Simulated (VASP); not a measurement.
Set up this calculation in VASP 6.6.1, as the native input.

```yaml
Task: single point
Functional: PBE
Potentials_or_basis: VASP PAW PBE potentials, release 64 (Cd, F)
Cutoff: 520 eV
k_mesh: 6 × 6 × 6
Occupations: gaussian, width 0.01 eV
Spin: no spin polarisation
Dipole_correction: no
Further_INCAR_settings: ALGO = Normal; EDIFF = 1e-06; NBANDS = 20
```

The structure of CdF2 lies in POSCAR:

```
CdF2
1.0
    0.0000000000      2.6941776810      2.6941776810
    2.6941776810      0.0000000000      2.6941776810
    2.6941776810      2.6941776810      0.0000000000
Cd F
1 2
Direct
    0.0000000000      0.0000000000      0.0000000000
    0.2500000000      0.2500000000      0.2500000000
    0.7500000000      0.7500000000      0.7500000000
```

The input as run:

INCAR

```
PREC = Accurate ; ENCUT = 520
EDIFF = 1E-6 ; ISMEAR = 0
SIGMA = 0.01 ; LREAL = F
LASPH = T ; NELM = 100
ALGO = Normal ; ISIF = 2
LWAVE = F ; LCHARG = F
GGA = PE ; NBANDS = 20
```

KPOINTS

```
regular mesh
0
Gamma
  6 6 6
```

Potentials or basis: VASP PAW PBE potentials, release 64 (Cd, F).

Launch:

```bash
$ cat potpaw_PBE.64/Cd/POTCAR potpaw_PBE.64/F/POTCAR > POTCAR
$ mpirun -np 1 vasp_std > vasp.out
```

It gave:

```json
{"Pressure": "6.2 GPa", "Band gap on the k mesh": "3.09 eV (least direct gap 3.57 eV)"}
```

Caveat: the cell stands under pressure.

It took 5.7 s on 1 thread of Intel(R) Xeon(R) 6975P-C (Granite Rapids), with other jobs on the host, peak memory 0.16 GiB.
